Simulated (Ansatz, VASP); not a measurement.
# InSb in VASP and in Ansatz

```
In Sb
1.0
     5.24764    0.00000    0.00000
     0.00000    5.59540    0.00000
     0.00000    0.00000    3.00047
In Sb
2 2
Direct
  0.00000 0.00000 0.00000
  0.50000 0.50000 0.00000
  0.50000 0.00000 0.83500
  0.00000 0.50000 0.16500
```

Change from the starting cell: volume scaled by 0.94.

Alike in both runs: task single point; functional LDA; k mesh 6 × 6 × 11; occupations fermi-dirac, width 0.08 eV; no spin polarisation.

|  | VASP | Ansatz |
| --- | --- | --- |
| version | VASP 6.6.1 | Ansatz 0.2.0 |
| potentials or method | VASP PAW LDA potentials, release 64 (In_d, Sb), cutoff 520 eV | all-electron LAPW, scalar-relativistic |

Ansatz gave:

```
pressure (GPa)                                                : 19.3
traceless stress, the component that is largest in VASP (GPa) : 13.83
rms of the force components (eV/Å)                            : 0.342
```

Task: Which values does VASP return?

Result: Pressure (GPa): 19.6; traceless stress, the component that is largest in VASP (GPa): 13.87; rms of the force components (eV/Å): 0.345.

LDA's correlation is that of Perdew and Zunger in VASP and of Perdew and Wang (1992) in Ansatz. Atom by atom the forces differ by 0.003 eV/Å (rms over components). Ansatz ran all-electron here, and VASP with PAW potentials.

Spin-orbit coupling is off throughout.
